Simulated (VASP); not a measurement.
# ZnO (Fm-3m) in VASP: a series of runs

The runs below take ZnO through single point, with LDA, r2SCAN.

Everything below comes from runs of VASP 6.6.1. Logs are shortened: lines on timing, memory, paths and dates and some standing lists are left out, and cuts for length are marked.

### 1 The cell of the first run

It takes space group Fm-3m (No. 225, cubic). Conventional cell: a = 4.268 Å, b = 4.268 Å, c = 4.268 Å, α = 90.00°, β = 90.00°, γ = 90.00°. Zn (site symmetry m-3m) has 6 O at 2.13 Å within 2.8 Å. Within 2.8 Å of O (site symmetry m-3m) lie 6 Zn at 2.13 Å.

### 2 Single point, LDA

Contents of INCAR:

```
  ALGO = Normal
  EDIFF = 1E-6
  ENCUT = 1340
  GGA = CA
  GGA_COMPAT = F
  ISIF = 2
  ISMEAR = 0
  LASPH = T
  LCHARG = T
  LELF = T
  LREAL = F
  LVHAR = T
  LWAVE = F
  NBANDS = 16
  NELM = 120
  PREC = Accurate
  SIGMA = 0.01
```

Contents of KPOINTS:

```
k-points
0
Gamma
  8 8 8
```

Contents of POSCAR:

```
ZnO
1.0
    0.0000000000      2.1337703831      2.1337703831
    2.1337703831      0.0000000000      2.1337703831
    2.1337703831      2.1337703831      0.0000000000
Zn O
1 1
Direct
    0.0000000000      0.0000000000      0.0000000000
    0.5000000000      0.5000000000      0.5000000000
```

Potentials or basis: VASP PAW LDA potentials, release 64 (Zn, O_h).

Launch:

```console
$ cat potpaw_LDA.64/Zn/POTCAR potpaw_LDA.64/O_h/POTCAR > POTCAR
$ mpirun -np 1 vasp_std > vasp.out
```

OUTCAR:

```text
EDIFF = 1E-6
   ENCUT = 1340
   GGA = CA
   ISIF = 2
   ISMEAR = 0
   LASPH = T
   LREAL = F
   NELM = 120
   PREC = Accurate

 ion  position               nearest neighbor table
   1  0.000  0.000  0.000-   2 2.13   2 2.13   2 2.13   2 2.13   2 2.13   2 2.13
   2  0.500  0.500  0.500-   1 2.13   1 2.13   1 2.13   1 2.13   1 2.13   1 2.13

  LATTYP: Found a face centered cubic cell.
 ALAT       =     4.2675407662

  Lattice vectors:

 A1 = (   0.0000000000,   2.1337703831,   2.1337703831)
 A2 = (   2.1337703831,   0.0000000000,   2.1337703831)
 A3 = (   2.1337703831,   2.1337703831,   0.0000000000)

Analysis of symmetry for initial positions (statically):
=====================================================================
 Subroutine PRICEL returns:
 Original cell was already a primitive cell.

 Routine SETGRP: Setting up the symmetry group for a
 face centered cubic supercell.

 Subroutine GETGRP returns: Found 48 space group operations
 (whereof 48 operations were pure point group operations)
 out of a pool of 48 trial point group operations.

The static configuration has the point symmetry O_h .

Analysis of symmetry for dynamics (positions and initial velocities):
=====================================================================
 Subroutine PRICEL returns:
 Original cell was already a primitive cell.

 Routine SETGRP: Setting up the symmetry group for a
 face centered cubic supercell.

 Subroutine GETGRP returns: Found 48 space group operations
 (whereof 48 operations were pure point group operations)
 out of a pool of 48 trial point group operations.

The dynamic configuration has the point symmetry O_h .

 Subroutine INISYM returns: Found 48 space group operations
 (whereof 48 operations are pure point group operations),
 and found     1 'primitive' translations

----------------------------------------------------------------------------------------

                                     Primitive cell

  volume of cell :      19.4300

  direct lattice vectors                    reciprocal lattice vectors
     0.000000000  2.133770383  2.133770383    -0.234326994  0.234326994  0.234326994
     2.133770383  0.000000000  2.133770383     0.234326994 -0.234326994  0.234326994
     2.133770383  2.133770383  0.000000000     0.234326994  0.234326994 -0.234326994

  length of vectors
     3.017607015  3.017607015  3.017607015     0.405866259  0.405866259  0.405866259

  position of ions in fractional coordinates (direct lattice)
     0.000000000  0.000000000  0.000000000
     0.500000000  0.500000000  0.500000000

  ion indices of the primitive-cell ions
   primitive index   ion index
                 1           1
                 2           2

----------------------------------------------------------------------------------------

 KPOINTS: k-points

Automatic generation of k-mesh.
 Grid dimensions read from file:
 generate k-points for:    8    8    8

 Generating k-lattice:

  Cartesian coordinates                     Fractional coordinates (reciprocal lattice)
    -0.029290874  0.029290874  0.029290874     0.125000000  0.000000000  0.000000000
     0.029290874 -0.029290874  0.029290874     0.000000000  0.125000000  0.000000000
     0.029290874  0.029290874 -0.029290874     0.000000000  0.000000000  0.125000000

  Length of vectors
     0.050733282  0.050733282  0.050733282

  Shift w.r.t. Gamma in fractional coordinates (k-lattice)
     0.000000000  0.000000000  0.000000000

 Subroutine IBZKPT returns following result:
 ===========================================

 Found     29 irreducible k-points:

 Following reciprocal coordinates:
            Coordinates               Weight
  0.000000  0.000000  0.000000      1.000000
  0.125000  0.000000  0.000000      8.000000
  0.250000  0.000000  0.000000      8.000000
  0.375000  0.000000  0.000000      8.000000
  0.500000  0.000000  0.000000      4.000000
  0.125000  0.125000  0.000000      6.000000
[... 16 lines left out ...]
  0.500000  0.250000  0.125000     48.000000
 -0.375000  0.250000  0.125000     24.000000
 [... further k-points ...]
   k-points           NKPTS =     29   k-points in BZ     NKDIM =     29   number of bands    NBANDS=     16
   number of dos      NEDOS =    301   number of ions     NIONS =      2
   total plane-waves  NPLWV =  46656
   dimension x,y,z NGX =    36 NGY =   36 NGZ =   36
   dimension x,y,z NGXF=    72 NGYF=   72 NGZF=   72
   ions per type =               1   1
   NGX,Y,Z   is equivalent  to a cutoff of  19.83, 19.83, 19.83 a.u.
   NGXF,Y,Z  is equivalent  to a cutoff of  39.67, 39.67, 39.67 a.u.
 SYSTEM =  unknown system
   PREC   = accura    normal or accurate (medium, high low for compatibility)
   ISTART =      0    job   : 0-new  1-cont  2-samecut
   ICHARG =      2    charge: 1-file 2-atom 10-const
   ISPIN  =      1    spin polarized calculation?
   LNONCOLLINEAR =      F non collinear calculations
   LSORBIT =      F    spin-orbit coupling
   LASPH  =      T    aspherical Exc in radial PAW
   ENCUT  = 1340.0 eV  98.49 Ry    9.92 a.u.   9.01  9.01  9.01*2*pi/ulx,y,z
   NELM   =    120;   NELMIN=  2; NELMDL= -5     # of ELM steps
   EDIFF  = 0.1E-05   stopping-criterion for ELM
   LREAL  =      F    real-space projection
   EDIFFG = 0.1E-04   stopping-criterion for IOM
   NSW    =      0    number of steps for IOM
   IBRION =     -1    ionic relax: 0-MD 1-quasi-New 2-CG
   NFREE  =      0    steps in history (QN), initial steepest desc. (CG)
   ISIF   =      2    stress and relaxation
   ISYM   =      2    0-nonsym 1-usesym 2-fastsym
   POTIM  = 0.5000    time-step for ionic-motion
   TEBEG  =    0.0;   TEEND  =   0.0 temperature during run
   PSTRESS=    0.0 pullay stress
   NELECT =      18.0000    total number of electrons
   NUPDOWN=      -1.0000    fix difference up-down
   EMIN   =  10.00;   EMAX   =-10.00  energy-range for DOS
   EFERMI =   0.00;   METHOD = LEGACY
   ISMEAR =     0;   SIGMA  =   0.01  broadening in eV -4-tet -1-fermi 0-gaus
   EFERMI_NEDOS =   21; number of points for ismear=-14 and -15
   IALGO  =     38    algorithm
   IMIX   =      4    mixing-type and parameters
     AMIX     =   0.40;   BMIX     =  1.00
     AMIX_MAG =   1.60;   BMIX_MAG =  1.00
  volume/ion in A,a.u.               =       9.72        65.56
  Fermi-wavevector in a.u.,A,eV,Ry     =   1.595908  3.015830 34.653003  2.546924
  Thomas-Fermi vector in A             =   2.693754
   LORBIT       =      0    0 simple, 1 ext, 2 COOP (PROOUT), +10 PAW based schemes
   GGA     = CA    functional components
   LHFCALC =     F    Hartree Fock is set to
   AEXX    =    0.0000 exact exchange contribution
   IVDW    =     0    specifies the selected vdW correction
   LEPSILON=     F    determine dielectric tensor
   LRPA    =     F    only Hartree local field effects (RPA)
 non-spin polarized calculation
 Gauss-broadening in eV      SIGMA  =   0.01
  energy-cutoff  :     1340.00
  volume of cell :       19.43
 maximum number of plane-waves:      2200
   NGX = 17   NGY = 17   NGZ = 17

 number of electron      18.0000000 magnetization

 Free energy of the ion-electron system (eV)
  ---------------------------------------------------
  ext. energy  EPLUGINS =         0.00000000
  ---------------------------------------------------
  free energy    TOTEN  =       -10.36036951 eV

  energy without entropy =      -10.36036951  energy(sigma->0) =      -10.36036951

 E-fermi :   3.0187     XC(G=0): -12.8480

 val. band max:        2.9504808376   @ k =   0.5000   0.0000   0.0000
 cond. band min:       3.8692294946   @ k =   0.0000   0.0000   0.0000
 fundamental gap:      0.9187486569
 Fermi energy:         3.0187349825

 k-point     1 :       0.0000    0.0000    0.0000
  band No.  band energies     occupation
      1     -15.4670      2.00000
      2      -2.0305      2.00000
      3      -2.0305      2.00000
      4      -2.0305      2.00000
      5      -1.8091      2.00000
      6      -1.8091      2.00000
[... 8 lines left out ...]
     15      22.1627      0.00000
     16      22.1627      0.00000

 k-point     2 :       0.1250    0.0000    0.0000
  band No.  band energies     occupation
      1     -15.2857      2.00000
      2      -2.1709      2.00000
      3      -2.0892      2.00000
      4      -2.0892      2.00000
      5      -1.9089      2.00000
      6      -1.9089      2.00000
[... 8 lines left out ...]
     15      22.5083      0.00000
     16      22.5083      0.00000

 k-point     3 :       0.2500    0.0000    0.0000
  band No.  band energies     occupation
      1     -14.8081      2.00000
      2      -2.9253      2.00000
      3      -2.4957      2.00000
      4      -2.4957      2.00000
      5      -1.7948      2.00000
      6      -1.7948      2.00000
[... 8 lines left out ...]
     15      23.8628      0.00000
     16      23.8628      0.00000

 k-point     4 :       0.3750    0.0000    0.0000
  band No.  band energies     occupation
      1     -14.2552      2.00000
      2      -4.0834      2.00000
      3      -2.8523      2.00000
      4      -2.8523      2.00000
      5      -1.6513      2.00000
      6      -1.6513      2.00000
[... 8 lines left out ...]
     15      25.9378      0.00000
     16      25.9378      0.00000
[... 324 lines left out ...]
 k-point    22 :       0.3750    0.2500    0.1250
  band No.  band energies     occupation
      1     -14.4875      2.00000
      2      -3.3592      2.00000
      3      -2.4806      2.00000
      4      -2.4272      2.00000
      5      -1.8407      2.00000
      6      -1.6082      2.00000
[... 8 lines left out ...]
     15      27.0451      0.00000
     16      27.2261      0.00000

 k-point    23 :       0.5000    0.2500    0.1250
  band No.  band energies     occupation
      1     -14.0732      2.00000
      2      -3.7359      2.00000
      3      -2.7992      2.00000
      4      -2.6281      2.00000
      5      -1.7111      2.00000
      6      -1.5452      2.00000
[... 8 lines left out ...]
     15      26.2480      0.00000
     16      28.3789      0.00000

 k-point    24 :      -0.3750    0.2500    0.1250
  band No.  band energies     occupation
      1     -13.8876      2.00000
      2      -3.9046      2.00000
      3      -2.8770      2.00000
      4      -2.7827      2.00000
      5      -1.6042      2.00000
      6      -1.5860      2.00000
[... 8 lines left out ...]
     15      24.4432      0.00000
     16      29.1811      0.00000

 [... further k-points ...]

------------------------ aborting loop because EDIFF is reached ----------------------------------------

  FORCE on cell =-STRESS in cart. coord.  units (eV):
  Direction    XX          YY          ZZ          XY          YZ          ZX
  --------------------------------------------------------------------------------------
  -------------------------------------------------------------------------------------
  Total       -0.7582537     -0.7582537     -0.7582537      0.0000000      0.0000000      0.0000000
  in kB      -62.5247625    -62.5247625    -62.5247625      0.0000000      0.0000000      0.0000000
  external PRESSURE =     -62.5247625 kB  Pullay stress =       0.0000000 kB

 VOLUME and BASIS-vectors are now :
 -----------------------------------------------------------------------------
  energy-cutoff  :     1340.00
  volume of cell :       19.43
      direct lattice vectors                 reciprocal lattice vectors
     0.000000000  2.133770383  2.133770383    -0.234326994  0.234326994  0.234326994
     2.133770383  0.000000000  2.133770383     0.234326994 -0.234326994  0.234326994
     2.133770383  2.133770383  0.000000000     0.234326994  0.234326994 -0.234326994

 POSITION                                       TOTAL-FORCE (eV/Angst)
 -----------------------------------------------------------------------------------
      0.00000      0.00000      0.00000         0.000000      0.000000      0.000000
      2.13377      2.13377      2.13377        -0.000000     -0.000000     -0.000000
 -----------------------------------------------------------------------------------
    total drift:                                0.000000      0.000000      0.000000

  FREE ENERGIE OF THE ION-ELECTRON SYSTEM (eV)
  ---------------------------------------------------
  free  energy   TOTEN  =       -10.3603695139 eV

  energy  without entropy=      -10.3603695139  energy(sigma->0) =      -10.36036951
```

Run time: 11 s. Hardware: 1 thread of Intel Xeon 6975P-C (Granite Rapids), shared host; peak memory 0.19 GiB.

What came out:

```
Free energy            : -10.3604 eV
Pressure               : -6.3 GPa
Band gap on the k mesh : 0.92 eV (least direct gap 2.32 eV)
```

Caveat: the cell stands under tension; the structure was generated, so it needn't be the stable form of ZnO.

### 3 Single point, r2SCAN

POSCAR is that of step 2.

Contents of INCAR.step1:

```
SYSTEM = ZnO
  ALGO = Normal
  EDIFF = 1E-5
  ENCUT = 1480
  GGA = PE
  GGA_COMPAT = .False.
  ISMEAR = 0
  LASPH = .True.
  LCHARG = .False.
  LREAL = .False.
  LWAVE = .True.
  NBANDS = 16
  NELM = 120
  PREC = Accurate
  SIGMA = 0.01
```

Contents of INCAR.step2:

```
SYSTEM = ZnO
  ALGO = Normal
  EDIFF = 1E-6
  ENCUT = 1480
  GGA_COMPAT = .False.
  ISIF = 2
  ISMEAR = 0
  ISTART = 1
  LASPH = .True.
  LCHARG = .False.
  LMIXTAU = .True.
  LREAL = .False.
  LWAVE = .False.
  METAGGA = R2SCAN
  NBANDS = 16
  NELM = 120
  PREC = Accurate
  SIGMA = 0.01
```

Contents of KPOINTS:

```
k-points
0
Gamma
  2 2 2
  0 0 0
```

Potentials or basis: VASP PAW PBE potentials, release 64 (Zn, O_h).

Launch:

```console
$ cat potpaw_PBE.64/Zn/POTCAR potpaw_PBE.64/O_h/POTCAR > POTCAR
$ cp INCAR.step1 INCAR
$ mpirun -np 1 vasp_std > vasp.out
$ cp INCAR.step2 INCAR
$ mpirun -np 1 vasp_std > vasp.out
```

Run time: 21 s. Hardware: 1 thread of Intel Xeon 6975P-C (Granite Rapids), shared host; peak memory 0.26 GiB.

Results (log left out):

* Free energy: -16.6568 eV
* Pressure: 6.8 GPa
* Band gap on the k mesh: 1.29 eV (least direct gap 2.59 eV)

Levels at points of the mesh, in eV from the valence-band top:
| k point | band 7 | band 8 | band 9 | band 10 | band 11 | band 12 |
| --- | --- | --- | --- | --- | --- | --- |
| (0.00, 0.00, 0.00) | -1.30 | -1.30 | -1.30 | 1.29 | 18.39 | 18.39 |
| (0.50, 0.00, 0.00) | -4.08 | 0.00 | 0.00 | 5.82 | 10.00 | 13.33 |
| (0.50, 0.50, 0.00) | -4.62 | -2.85 | -2.85 | 4.58 | 11.47 | 11.63 |

Caveat: the k points lie up to 1.28 Å⁻¹ apart, too coarse for converged energies, forces and pressures; the structure was generated, so it needn't be the stable form of ZnO; the PAW data sets were made with another functional, which shifts forces and pressure a little.

### 4 Single point, r2SCAN

POSCAR is that of step 3.

Contents of INCAR.step1:

```
  ALGO = Normal
  EDIFF = 1E-5
  ENCUT = 1480
  GGA = PE
  GGA_COMPAT = False
  ISMEAR = 0
  LASPH = True
  LCHARG = False
  LREAL = False
  LWAVE = True
  NBANDS = 16
  NELM = 120
  PREC = Accurate
  SIGMA = 0.01
```

Contents of INCAR.step2:

```
  ALGO = Normal
  EDIFF = 1E-6
  ENCUT = 1480
  GGA_COMPAT = False
  ISIF = 2
  ISMEAR = 0
  ISTART = 1
  LASPH = True
  LCHARG = False
  LMIXTAU = True
  LREAL = False
  LWAVE = False
  METAGGA = R2SCAN
  NBANDS = 16
  NELM = 120
  PREC = Accurate
  SIGMA = 0.01
```

Contents of KPOINTS:

```
k-points
0
Gamma
  5 5 5
```

Launch:

```console
$ cat potpaw_PBE.64/Zn/POTCAR potpaw_PBE.64/O_h/POTCAR > POTCAR
$ cp INCAR.step1 INCAR
$ mpirun -np 1 vasp_std > vasp.out
$ cp INCAR.step2 INCAR
$ mpirun -np 1 vasp_std > vasp.out
```

It took 56 s on 1 thread of AMD EPYC 9R45 (Zen 5), shared host; peak memory 0.23 GiB.

The run converged. Its results:

```yaml
Free_energy: -17.9602 eV
Pressure: 1.2 GPa
Band_gap_on_the_k_mesh: 1.64 eV (least direct gap 2.98 eV)
```

Levels at points of the mesh, in eV from the valence-band top:
```csv
k point,band 5,band 6,band 7,band 8,band 9,band 10,band 11,band 12,band 13,band 14
"(0.00, 0.00, 0.00)",-4.63,-4.63,-1.34,-1.34,-1.34,1.64,18.94,18.94,18.94,19.40
```

Caveat: the k points lie up to 0.51 Å⁻¹ apart; the structure was generated, so it needn't be the stable form of ZnO; the PAW data sets were made with another functional, which shifts forces and pressure a little; an odd mesh through Γ misses points on the zone boundary, where band edges can lie.

### 5 The runs side by side

```csv
level,potentials or basis,k mesh,cutoff (eV),gap on the mesh (eV),pressure (GPa)
LDA,"VASP PAW LDA potentials, release 64 (Zn, O_h)",8 × 8 × 8,1340,0.92,-6.3
r2SCAN,"VASP PAW PBE potentials, release 64 (Zn, O_h)",2 × 2 × 2,1480,1.29,6.8
r2SCAN,"VASP PAW PBE potentials, release 64 (Zn, O_h)",5 × 5 × 5,1480,1.64,1.2
```

Alike in all rows: task single point; no spin polarisation; cell as given; smearing gaussian 0.01 eV.

Caveats: some runs use coarse meshes; the structure was generated, so it needn't be the stable form of ZnO; the PAW data sets were made with another functional, which shifts forces and pressure a little (at least some runs); the cell stands under tension (at least some runs); an odd mesh through Γ misses points on the zone boundary, where band edges can lie (at least some runs).

Absolute energies hang on the potentials; compare differences alone.
